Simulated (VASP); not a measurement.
# SnO2 in VASP: further runs

SnO2 is run at these levels: PBE; tasks: single point.

All numbers are computed with VASP 6.6.1; they aren't measurements. Logs are shortened: lines on timing, memory, paths and dates and some standing lists are left out, and cuts for length are marked.

**1. The cell of the first run**

The structure is tetragonal, space group P4_2/mnm (No. 136). Conventional cell: a = 4.920 Å, b = 4.920 Å, c = 3.309 Å, α = 90.00°, β = 90.00°, γ = 90.00°. Sn (site symmetry mmm) has 6 O at 2.13 to 2.14 Å within 2.8 Å. Within 2.8 Å of O (site symmetry m2m) lie 3 Sn at 2.13 to 2.14 Å and 1 O at 2.68 Å.

**2. Single point, PBE**

Contents of INCAR:

```
PREC = Accurate
ENCUT = 520
EDIFF = 1E-6
ISMEAR = 0
SIGMA = 0.05
LREAL = F
LASPH = T
NELM = 60
ALGO = Normal
ISIF = 2
LWAVE = F
LCHARG = F
GGA = PE
NBANDS = 35
```

Contents of KPOINTS:

```
Automatic mesh
0
Gamma
  6 6 8
```

Contents of POSCAR:

```
SnO2
1.0
    4.9204074109      0.0000000000      0.0000000000
    0.0000000000      4.9204074109      0.0000000000
    0.0000000000      0.0000000000      3.3091764911
Sn O
2 4
Direct
    0.0000000000      0.0000000000      0.0000000000
    0.5000000000      0.5000000000      0.5000000000
    0.3071000000      0.3071000000      0.0000000000
    0.1929000000      0.8071000000      0.5000000000
    0.6929000000      0.6929000000      0.0000000000
    0.8071000000      0.1929000000      0.5000000000
```

Potentials or basis: VASP PAW PBE potentials, release 64 (Sn_d, O).

Command:

```console
$ cat potpaw_PBE.64/Sn_d/POTCAR potpaw_PBE.64/O/POTCAR > POTCAR
$ mpirun -np 1 vasp_std > vasp.out
```

OUTCAR:

```text
PREC = Accurate
   ENCUT = 520
   EDIFF = 1E-6
   ISMEAR = 0
   LREAL = F
   LASPH = T
   NELM = 60
   ISIF = 2
   GGA = PE

 ion  position               nearest neighbor table
   1  0.000  0.000  0.000-   4 2.13   6 2.13   4 2.13   6 2.13   5 2.14   3 2.14
   2  0.500  0.500  0.500-   3 2.13   5 2.13   3 2.13   5 2.13   4 2.14   6 2.14
   3  0.307  0.307  0.000-   2 2.13   2 2.13   1 2.14
   4  0.193  0.807  0.500-   1 2.13   1 2.13   2 2.14
   5  0.693  0.693  0.000-   2 2.13   2 2.13   1 2.14
   6  0.807  0.193  0.500-   1 2.13   1 2.13   2 2.14

  LATTYP: Found a simple tetragonal cell.
 ALAT       =     4.9204074109
 C/A-ratio  =     0.6725411566

  Lattice vectors:

 A1 = (   4.9204074109,   0.0000000000,   0.0000000000)
 A2 = (   0.0000000000,   4.9204074109,   0.0000000000)
 A3 = (   0.0000000000,   0.0000000000,   3.3091764911)

Analysis of symmetry for initial positions (statically):
=====================================================================
 Subroutine PRICEL returns:
 Original cell was already a primitive cell.

 Routine SETGRP: Setting up the symmetry group for a
 simple tetragonal supercell.

 Subroutine GETGRP returns: Found 16 space group operations
 (whereof  8 operations were pure point group operations)
 out of a pool of 16 trial point group operations.

The static configuration has the point symmetry D_2h.
 The point group associated with its full space group is D_4h.

Analysis of symmetry for dynamics (positions and initial velocities):
=====================================================================
 Subroutine PRICEL returns:
 Original cell was already a primitive cell.

 Routine SETGRP: Setting up the symmetry group for a
 simple tetragonal supercell.

 Subroutine GETGRP returns: Found 16 space group operations
 (whereof  8 operations were pure point group operations)
 out of a pool of 16 trial point group operations.

The dynamic configuration has the point symmetry D_2h.
 The point group associated with its full space group is D_4h.

 Subroutine INISYM returns: Found 16 space group operations
 (whereof  8 operations are pure point group operations),
 and found     1 'primitive' translations

----------------------------------------------------------------------------------------

                                     Primitive cell

  volume of cell :      80.1165

  direct lattice vectors                    reciprocal lattice vectors
     4.920407411  0.000000000  0.000000000     0.203235203  0.000000000  0.000000000
     0.000000000  4.920407411  0.000000000     0.000000000  0.203235203  0.000000000
     0.000000000  0.000000000  3.309176491     0.000000000  0.000000000  0.302189987

  length of vectors
     4.920407411  4.920407411  3.309176491     0.203235203  0.203235203  0.302189987

  position of ions in fractional coordinates (direct lattice)
     0.000000000  0.000000000  0.000000000
     0.500000000  0.500000000  0.500000000
     0.307100000  0.307100000  0.000000000
     0.192900000  0.807100000  0.500000000
     0.692900000  0.692900000  0.000000000
     0.807100000  0.192900000  0.500000000

  ion indices of the primitive-cell ions
   primitive index   ion index
                 1           1
                 2           2
                 3           3
                 4           4
                 5           5
                 6           6

----------------------------------------------------------------------------------------

 KPOINTS: Automatic mesh

Automatic generation of k-mesh.
 Grid dimensions read from file:
 generate k-points for:    6    6    8

 Generating k-lattice:

  Cartesian coordinates                     Fractional coordinates (reciprocal lattice)
     0.033872534  0.000000000  0.000000000     0.166666667  0.000000000  0.000000000
     0.000000000  0.033872534  0.000000000     0.000000000  0.166666667  0.000000000
     0.000000000  0.000000000  0.037773748     0.000000000  0.000000000  0.125000000

  Length of vectors
     0.033872534  0.033872534  0.037773748

  Shift w.r.t. Gamma in fractional coordinates (k-lattice)
     0.000000000  0.000000000  0.000000000

 Subroutine IBZKPT returns following result:
 ===========================================

 Found     50 irreducible k-points:

 Following reciprocal coordinates:
            Coordinates               Weight
  0.000000  0.000000  0.000000      1.000000
  0.166667  0.000000  0.000000      4.000000
  0.333333  0.000000  0.000000      4.000000
  0.500000  0.000000  0.000000      2.000000
  0.166667  0.166667  0.000000      4.000000
  0.333333  0.166667  0.000000      8.000000
[... 16 lines left out ...]
  0.333333  0.000000  0.250000      8.000000
  0.500000  0.000000  0.250000      4.000000
 [... further k-points ...]
   k-points           NKPTS =     50   k-points in BZ     NKDIM =     50   number of bands    NBANDS=     35
   number of dos      NEDOS =    301   number of ions     NIONS =      6
   total plane-waves  NPLWV =  44800
   dimension x,y,z NGX =    40 NGY =   40 NGZ =   28
   dimension x,y,z NGXF=    80 NGYF=   80 NGZF=   56
   ions per type =               2   4
   NGX,Y,Z   is equivalent  to a cutoff of  13.51, 13.51, 14.07 a.u.
   NGXF,Y,Z  is equivalent  to a cutoff of  27.03, 27.03, 28.13 a.u.
 SYSTEM =  unknown system
   PREC   = accura    normal or accurate (medium, high low for compatibility)
   ISTART =      0    job   : 0-new  1-cont  2-samecut
   ICHARG =      2    charge: 1-file 2-atom 10-const
   ISPIN  =      1    spin polarized calculation?
   LNONCOLLINEAR =      F non collinear calculations
   LSORBIT =      F    spin-orbit coupling
   LASPH  =      T    aspherical Exc in radial PAW
   ENCUT  =  520.0 eV  38.22 Ry    6.18 a.u.   9.15  9.15  6.15*2*pi/ulx,y,z
   NELM   =     60;   NELMIN=  2; NELMDL= -5     # of ELM steps
   EDIFF  = 0.1E-05   stopping-criterion for ELM
   LREAL  =      F    real-space projection
   EDIFFG = 0.1E-04   stopping-criterion for IOM
   NSW    =      0    number of steps for IOM
   IBRION =     -1    ionic relax: 0-MD 1-quasi-New 2-CG
   NFREE  =      0    steps in history (QN), initial steepest desc. (CG)
   ISIF   =      2    stress and relaxation
   ISYM   =      2    0-nonsym 1-usesym 2-fastsym
   POTIM  = 0.5000    time-step for ionic-motion
   TEBEG  =    0.0;   TEEND  =   0.0 temperature during run
   PSTRESS=    0.0 pullay stress
   NELECT =      52.0000    total number of electrons
   NUPDOWN=      -1.0000    fix difference up-down
   EMIN   =  10.00;   EMAX   =-10.00  energy-range for DOS
   EFERMI =   0.00;   METHOD = LEGACY
   ISMEAR =     0;   SIGMA  =   0.05  broadening in eV -4-tet -1-fermi 0-gaus
   EFERMI_NEDOS =   21; number of points for ismear=-14 and -15
   IALGO  =     38    algorithm
   IMIX   =      4    mixing-type and parameters
     AMIX     =   0.40;   BMIX     =  1.00
     AMIX_MAG =   1.60;   BMIX_MAG =  1.00
  volume/ion in A,a.u.               =      13.35        90.11
  Fermi-wavevector in a.u.,A,eV,Ry     =   1.417431  2.678556 27.335610  2.009111
  Thomas-Fermi vector in A             =   2.538662
   LORBIT       =      0    0 simple, 1 ext, 2 COOP (PROOUT), +10 PAW based schemes
   GGA     = PE    functional components
   LHFCALC =     F    Hartree Fock is set to
   AEXX    =    0.0000 exact exchange contribution
   IVDW    =     0    specifies the selected vdW correction
   LEPSILON=     F    determine dielectric tensor
   LRPA    =     F    only Hartree local field effects (RPA)
 non-spin polarized calculation
 Gauss-broadening in eV      SIGMA  =   0.05
  energy-cutoff  :      520.00
  volume of cell :       80.12
 maximum number of plane-waves:      2180
 NGX is ok and might be reduce to    40
   NGX = 19   NGY = 19   NGZ = 13

 number of electron      52.0000011 magnetization

 Free energy of the ion-electron system (eV)
  ---------------------------------------------------
  ext. energy  EPLUGINS =         0.00000000
  ---------------------------------------------------
  free energy    TOTEN  =       -37.18829002 eV

  energy without entropy =      -37.18814738  energy(sigma->0) =      -37.18821870

 E-fermi :   4.9032     XC(G=0): -10.6680

 val. band max:        4.8749931459   @ k =   0.0000   0.0000   0.0000
 cond. band min:       4.9314459006   @ k =   0.0000   0.0000   0.0000
 fundamental gap:      0.0564527547
 Fermi energy:         4.9032316707

 k-point     1 :       0.0000    0.0000    0.0000
  band No.  band energies     occupation
      1     -16.1016      2.00000
      2     -15.5667      2.00000
      3     -15.4383      2.00000
      4     -15.4086      2.00000
      5     -15.4086      2.00000
      6     -15.3628      2.00000
[... 27 lines left out ...]
     34      15.6782      0.00000
     35      16.7279      0.00000

 k-point     2 :       0.1667    0.0000    0.0000
  band No.  band energies     occupation
      1     -16.0703      2.00000
      2     -15.5992      2.00000
      3     -15.4373      2.00000
      4     -15.4074      2.00000
      5     -15.4074      2.00000
      6     -15.3833      2.00000
[... 27 lines left out ...]
     34      15.9285      0.00000
     35      16.7528      0.00000

 k-point     3 :       0.3333    0.0000    0.0000
  band No.  band energies     occupation
      1     -15.9805      2.00000
      2     -15.7029      2.00000
      3     -15.4340      2.00000
      4     -15.4123      2.00000
      5     -15.4051      2.00000
      6     -15.4050      2.00000
[... 27 lines left out ...]
     34      16.4900      0.00000
     35      16.7726      0.00000
[... 723 lines left out ...]
 k-point    23 :       0.3333    0.0000    0.2500
  band No.  band energies     occupation
      1     -15.9059      2.00000
      2     -15.8072      2.00000
      3     -15.5842      2.00000
      4     -15.4483      2.00000
      5     -15.3637      2.00000
      6     -15.3578      2.00000
[... 27 lines left out ...]
     34      16.3066      0.00000
     35      16.8005      0.00000

 k-point    24 :       0.5000    0.0000    0.2500
  band No.  band energies     occupation
      1     -15.8712      2.00000
      2     -15.8712      2.00000
      3     -15.5040      2.00000
      4     -15.5040      2.00000
      5     -15.3603      2.00000
      6     -15.3603      2.00000
[... 27 lines left out ...]
     34      16.2651      0.00000
     35      16.8070      0.00000

 [... further k-points ...]

------------------------ aborting loop because EDIFF is reached ----------------------------------------

  FORCE on cell =-STRESS in cart. coord.  units (eV):
  Direction    XX          YY          ZZ          XY          YZ          ZX
  --------------------------------------------------------------------------------------
  -------------------------------------------------------------------------------------
  Total       -3.9048145     -3.9048145     -5.4524530     -0.0000000      0.0000000      0.0000000
  in kB      -78.0888320    -78.0888320   -109.0386477     -0.0000000      0.0000000      0.0000000
  external PRESSURE =     -88.4054372 kB  Pullay stress =       0.0000000 kB

 VOLUME and BASIS-vectors are now :
 -----------------------------------------------------------------------------
  energy-cutoff  :      520.00
  volume of cell :       80.12
      direct lattice vectors                 reciprocal lattice vectors
     4.920407411  0.000000000  0.000000000     0.203235203  0.000000000  0.000000000
     0.000000000  4.920407411  0.000000000     0.000000000  0.203235203  0.000000000
     0.000000000  0.000000000  3.309176491     0.000000000  0.000000000  0.302189987

 POSITION                                       TOTAL-FORCE (eV/Angst)
 -----------------------------------------------------------------------------------
      0.00000      0.00000      0.00000         0.000000     -0.000000      0.000000
      2.46020      2.46020      1.65459         0.000000     -0.000000      0.000000
      1.51106      1.51106      0.00000         0.081425      0.081425     -0.000000
      0.94915      3.97126      1.65459        -0.081425      0.081425     -0.000000
      3.40935      3.40935      0.00000        -0.081425     -0.081425      0.000000
      3.97126      0.94915      1.65459         0.081425     -0.081425      0.000000
 -----------------------------------------------------------------------------------
    total drift:                               -0.000000     -0.000000     -0.000000

  FREE ENERGIE OF THE ION-ELECTRON SYSTEM (eV)
  ---------------------------------------------------
  free  energy   TOTEN  =       -37.1882900209 eV

  energy  without entropy=      -37.1881473808  energy(sigma->0) =      -37.18821870
```

It took 2.9 min on 1 thread of Intel Xeon 8259CL, shared host; peak memory 0.26 GiB.

What came out:

- Free energy: -37.1883 eV
- Pressure: -8.8 GPa
- Largest force: 0.115 eV/Å
- Band gap on the k mesh: 0.06 eV

Forces in eV/Å, atoms in the order of the input:
```
Sn   0.000  0.000  0.000
Sn   0.000  0.000  0.000
O    0.081  0.081  0.000
O   -0.081  0.081  0.000
O   -0.081 -0.081  0.000
O    0.081 -0.081  0.000
```

Stress tensor (GPa, compression positive):
```
 -7.81   0.00   0.00
  0.00  -7.81   0.00
  0.00   0.00 -10.90
```

Levels at points of the mesh, in eV from the valence-band top:
```csv
k point,band 22,band 23,band 24,band 25,band 26,band 27,band 28,band 29,band 30,band 31
"(0.00, 0.00, 0.00)",-1.28,-1.28,-0.69,-0.69,0.00,0.06,5.10,5.73,5.73,9.58
"(0.50, 0.00, 0.00)",-1.79,-1.22,-1.22,-0.57,-0.57,3.29,3.29,6.44,6.44,9.78
"(0.50, 0.50, 0.00)",-1.75,-1.34,-1.34,-0.79,-0.79,3.65,3.65,6.72,6.72,9.92
"(0.00, 0.00, 0.50)",-2.50,-1.38,-1.38,-1.10,-1.10,4.94,4.94,8.93,8.93,9.80
"(0.50, 0.00, 0.50)",-1.58,-0.92,-0.92,-0.77,-0.77,5.18,5.18,7.13,7.13,10.00
"(0.50, 0.50, 0.50)",-2.42,-0.86,-0.86,-0.71,-0.71,3.81,3.81,8.27,8.27,10.00
```

Caveat: the cell stands under tension; spin-orbit coupling is left out, which moves the levels of the heavy elements.

**3. Single point, PBE**

This run uses another cell than the first one, of 11.92 Å³/atom.

Contents of INCAR:

```
SYSTEM = SnO2
PREC = Accurate
ENCUT = 520
EDIFF = 1E-6
ISMEAR = 0
SIGMA = 0.05
LREAL = .False.
LASPH = .True.
NELM = 80
ALGO = Normal
ISIF = 2
LWAVE = .False.
LCHARG = .True.
GGA = PE
LELF = .True.
LVHAR = .True.
NBANDS = 35
```

Contents of KPOINTS:

```
Automatic mesh
0
Gamma
  6 6 8
  0 0 0
```

Contents of POSCAR:

```
SnO2
1.0
    4.7380000000      0.0000000000      0.0000000000
    0.0000000000      4.7380000000      0.0000000000
    0.0000000000      0.0000000000      3.1865000000
Sn O
2 4
Direct
    0.0000000000      0.0000000000      0.0000000000
    0.5000000000      0.5000000000      0.5000000000
    0.3071000000      0.3071000000      0.0000000000
    0.1929000000      0.8071000000      0.5000000000
    0.6929000000      0.6929000000      0.0000000000
    0.8252699542      0.1804778306      0.4661643273
```

Potentials or basis: VASP PAW PBE potentials, release 64 (Sn_d, O).

Command:

```console
$ cat potpaw_PBE.64/Sn_d/POTCAR potpaw_PBE.64/O/POTCAR > POTCAR
$ mpirun -np 1 vasp_std > vasp.out
```

Wall time 5.3 min (1 thread of Intel Xeon 8259CL, shared host); peak memory 0.38 GiB.

It converged, with:

```yaml
Free_energy: -36.8829 eV
Pressure: 14.2 GPa
Largest_force: 3.843 eV/Å
Band_gap_on_the_k_mesh: 1.34 eV
```

Forces in eV/Å, atoms in the order of the input:
```
Sn   1.032 -1.049 -1.877
Sn   0.296 -0.317 -0.060
O    0.157 -0.149 -0.195
O    0.601 -0.600  0.081
O    0.157 -0.054 -0.191
O   -2.245  2.169  2.241
```

Stress tensor (GPa, compression positive):
```
12.33 -0.33 -2.53
-0.33 12.49  2.60
-2.53  2.60 17.90
```

Levels at points of the mesh, in eV from the valence-band top:
```tsv
k point	band 24	band 25	band 26	band 27	band 28	band 29
(0.00, 0.00, 0.00)	-0.81	-0.73	0.00	1.34	6.02	6.37
(0.50, 0.00, 0.00)	-1.11	-0.75	-0.58	4.26	4.60	7.01
(0.00, 0.50, 0.00)	-1.11	-0.73	-0.57	4.24	4.61	6.97
(0.50, 0.50, 0.00)	-1.21	-0.95	-0.83	4.48	5.01	7.40
(0.00, 0.00, 0.50)	-1.54	-1.29	-1.24	5.90	6.71	9.41
(0.50, 0.00, 0.50)	-1.06	-0.70	-0.62	6.14	7.00	7.96
(0.00, 0.50, 0.50)	-1.05	-0.70	-0.62	6.15	7.00	8.01
(0.50, 0.50, 0.50)	-1.02	-0.86	-0.79	4.86	5.40	8.62
```

Caveat: the cell stands under pressure; spin-orbit coupling is left out, which moves the levels of the heavy elements; forces of over 1 eV/Å act on the atoms, so gaps and moduli don't describe the material at rest.
